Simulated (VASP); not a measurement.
The system is SnTe3.

```xyz
4
Lattice="0.0000 3.8612 3.8612 3.8612 0.0000 3.8612 3.8612 3.8612 0.0000" Properties=species:S:1:pos:R:3 pbc="T T T"
Sn    0.0000    0.0000    0.0000
Te    1.9306    1.9306    1.9306
Te    5.7918    5.7918    5.7918
Te    3.8612    3.8612    3.8612
```

Base run:

```yaml
Program: VASP 6.6.1
Functional: PBE
Potentials_or_basis: VASP PAW PBE potentials, release 64 (Sn_d, Te)
Cutoff: 520 eV
k_mesh: 12 × 12 × 12
Occupations: gaussian, width 0.1 eV
Spin: no spin polarisation
```

Its results: pressure -0.1 GPa.

Problem. The run is repeated on the same cell with these changes: k mesh from 12 × 12 × 12 to 1 × 1 × 1. What comes out?

Solution. Pressure -2.8 GPa.

Caveats: some runs use coarse meshes.
